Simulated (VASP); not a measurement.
BN: single point with PBE

BN:

```
B N
1.0
     2.55394    0.00000    0.00000
    -1.27697    2.21178    0.00000
     0.00000    0.00000    4.22685
B N
2 2
Direct
  0.66667 0.33333 0.99972
  0.33333 0.66667 0.49972
  0.57932 0.26939 0.57796
  0.33333 0.66667 0.12528
```

This cell differs from its parent crystal: atom 3 (N) moved by (-0.200, -0.200) A along [1 1 0] and z.

```
Program             : VASP 6.6.1
Task                : single point
Functional          : PBE
Potentials or basis : VASP PAW PBE potentials, release 64 (B, N)
Cutoff              : 520 eV
k mesh              : 12 × 12 × 6
Occupations         : gaussian, width 0.05 eV
Spin                : no spin polarisation
```

- Pressure: 14.5 GPa
- Largest force: 8.734 eV/Å
- Band gap on the k mesh: 4.48 eV, indirect (least direct gap 6.36 eV)

Forces on the atoms (eV/Å):
```
B   -0.511 -0.554 -0.371
B   -2.143 -4.240 -3.285
N    2.785  4.978  6.613
N   -0.131 -0.184 -2.957
```

Stress tensor (GPa, compression positive):
```
 3.88 -7.05 -0.26
-7.05 25.71  3.79
-0.26  3.79 13.78
```

Levels at points of the mesh, in eV from the valence-band top:
```
           k point  band 5  band 6  band 7  band 8  band 9  band 10  band 11  band 12
(0.00, 0.00, 0.00)   -2.25   -1.38   -0.59    0.00    6.36     6.85     8.26     8.44
(0.50, 0.00, 0.00)   -7.55   -6.81   -3.67   -3.36    5.18     6.17     9.62    11.00
(0.00, 0.50, 0.00)   -6.86   -5.65   -4.98   -3.03    5.66     7.78     9.14    10.77
(0.50, 0.50, 0.00)   -7.16   -5.68   -4.55   -3.13    5.29     7.16     9.14    10.58
(0.00, 0.00, 0.50)   -4.48   -1.92   -1.80   -0.81    6.63     7.60     8.89     9.14
(0.50, 0.00, 0.50)   -6.41   -4.50   -4.35   -3.23    4.67     6.06     8.40     9.42
(0.00, 0.50, 0.50)   -4.98   -4.25   -4.00   -2.96    4.95     5.53     7.44     8.80
(0.50, 0.50, 0.50)   -5.21   -4.37   -4.00   -2.90    4.98     5.23     7.46     8.70
```

Wall time 86 s on 1 thread of AMD EPYC 9R45 96-Core Processor (Zen 5), with other jobs on the host, peak memory 0.21 GiB.

Caveat: the cell differs from its parent crystal (atom 3 (N) moved by (-0.200, -0.200) A along [1 1 0] and z); forces of over 1 eV/Å act on the atoms, so gaps and moduli don't describe the material at rest. A k mesh can miss the band edges.
